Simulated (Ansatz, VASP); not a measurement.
# BAs: VASP beside Ansatz

File INCAR:

```
  PREC = Accurate
  ENCUT = 450
  EDIFF = 1E-7
  ISMEAR = 0
  SIGMA = 0.02
  LREAL = F
  LASPH = T
  NELM = 120
  ALGO = Normal
  ISIF = 2
  LWAVE = F
  LCHARG = F
  GGA = PS
  IBRION = 2
  NSW = 60
  EDIFFG = -0.002
  GGA_COMPAT = F
  NELMIN = 4
```

The input KPOINTS:

```
regular mesh
0
Gamma
  8 8 8
```

File POSCAR:

```
BAs
1.0
    0.0000000000      2.4077081066      2.3714733725
    2.4077081066      0.0000000000      2.3714733725
    2.4077081066      2.4077081066      0.0000000000
B As
1 1
Direct
    0.0000000000      0.0000000000      0.0000000000
    0.2500000000      0.2500000000      0.2500000000
```

Input for Ansatz:

```yaml
crystal:
  lattice:
    - [0.0, 2.4077081092, 2.3714733707]
    - [2.4077081092, 0.0, 2.3714733707]
    - [2.4077081092, 2.4077081092, 0.0]
  atoms:
    - { symbol: B, position: [0.0, 0.0, 0.0] }
    - { symbol: As, position: [0.25, 0.25, 0.25] }
basis:
  ecutwfc: 420
kpoints:
  mp_grid: { grid: [8, 8, 8] }
hamiltonian:
  xc: pbesol
  pseudopotentials: { kind: paw, azcp: { folder: soft_1 } }
scf:
  occupations: { method: gaussian, width: 0.02 }
output:
  forces: true
  stress: true
  eigenvalues: true
relax:
  adjacent_minimum: "off"
  f_tol: 0.002
  max_steps: 40
```

Change from the starting cell: strained cell.

Alike in both runs: task relaxation of the atoms; functional PBEsol; k mesh 8 × 8 × 8; occupations gaussian, width 0.02 eV; no spin polarisation.

|  | VASP | Ansatz |
| --- | --- | --- |
| version | VASP 6.6.1 | Ansatz 0.2.0 |
| potentials or method | VASP PAW PBE potentials, release 64 (B, As), cutoff 450 eV | scalar-relativistic, plane waves, PAW |
| valence electrons in the cell | 8 | 18 |

```csv
,VASP,Ansatz,Ansatz less VASP
"gap on the k mesh at the Fermi level, each at its own relaxed structure (eV)",0.87,0.88,+0.009
```

VASP's potentials were made for PBE, not for PBEsol, and Ansatz warns of the same on its side. VASP's potentials hold 8 valence electrons a cell and Ansatz's 18, so a difference there can come from the potentials and not from the codes. Ansatz's warnings: stress scf threshold loose.

Noted on VASP's run: the relaxation stopped at its first step, so nothing moved.
